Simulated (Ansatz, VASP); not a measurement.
## InSb3: VASP beside Ansatz

Contents of POSCAR:

```
InSb3
1.0
    4.8063670000      0.0000000000      0.0000000000
    0.0000000000      4.8063670000      0.0000000000
    0.0000000000      0.0000000000      4.8063670000
Sb In
3 1
Direct
    0.5000000000      0.5000000000      0.0000000000
    0.0000000000      0.5000000000      0.5000000000
    0.5000000000      0.0000000000      0.5000000000
    0.0000000000      0.0000000000      0.0000000000
```

The input INCAR.step1:

```
PREC = Accurate
ENCUT = 520
EDIFF = 1E-5
ISMEAR = -1
SIGMA = 0.05
LREAL = F
LASPH = T
NELM = 100
ALGO = Normal
ISIF = 2
LWAVE = T
LCHARG = F
NBANDS = 22
GGA = PE
```

File INCAR.step2:

```
PREC = Accurate
ENCUT = 520
EDIFF = 1E-7
ISMEAR = -1
SIGMA = 0.05
LREAL = F
LASPH = T
NELM = 100
ALGO = Normal
ISIF = 2
LWAVE = F
LCHARG = F
GGA = PE
LHFCALC = T
AEXX = 0.1
HFSCREEN = 0.2
PRECFOCK = Normal
NBANDS = 22
ISTART = 1
```

Contents of KPOINTS:

```
Automatic mesh
0
Gamma
  3 3 3
```

File input.yaml:

```yaml
crystal:
  lattice:
    - [4.806367, 0.0, 0.0]
    - [0.0, 4.806367, 0.0]
    - [0.0, 0.0, 4.806367]
  atoms:
    - { symbol: Sb, position: [0.5, 0.5, 0.0] }
    - { symbol: Sb, position: [0.0, 0.5, 0.5] }
    - { symbol: Sb, position: [0.5, 0.0, 0.5] }
    - { symbol: In, position: [0.0, 0.0, 0.0] }
hamiltonian:
  xc: { exchange: pbe, correlation: pbe, exx: { coeff: 0.1, omega: 0.2 } }
  pseudopotentials: { kind: paw }
kpoints:
  mp_grid: { grid: [3, 3, 3] }
scf:
  occupations: { method: fermi_dirac, width: 0.05 }
output:
  forces: true
  stress: true
  eigenvalues: true
```

Alike in both runs: task single point; functional PBE-based screened hybrid; k mesh 3 × 3 × 3; occupations fermi-dirac, width 0.05 eV; no spin polarisation.

|  | VASP | Ansatz |
| --- | --- | --- |
| version | VASP 6.6.1 | Ansatz 0.2.0 |
| potentials or method | VASP PAW PBE potentials, release 64 (Sb, In_d) | Ansatz PAW |
| plane-wave cutoff (eV) | 520 | 420 |
| valence electrons in the cell | 28 | 58 |

|  | VASP | Ansatz | Ansatz less VASP |
| --- | --- | --- | --- |
| gap on the k mesh at the Fermi level (eV) | none | none | - |
| pressure (GPa) | -1.6 | -1.3 | +0.26 |

VASP's potentials were made for PBE, not for PBE-based screened hybrid. A gap of «none» marks a metal or a gap that the smearing closes. VASP's potentials hold 28 valence electrons a cell and Ansatz's 58, so a difference there can come from the potentials and not from the codes.

The k mesh is coarse, so the values compare programs but aren't converged. Spin-orbit coupling is off throughout.
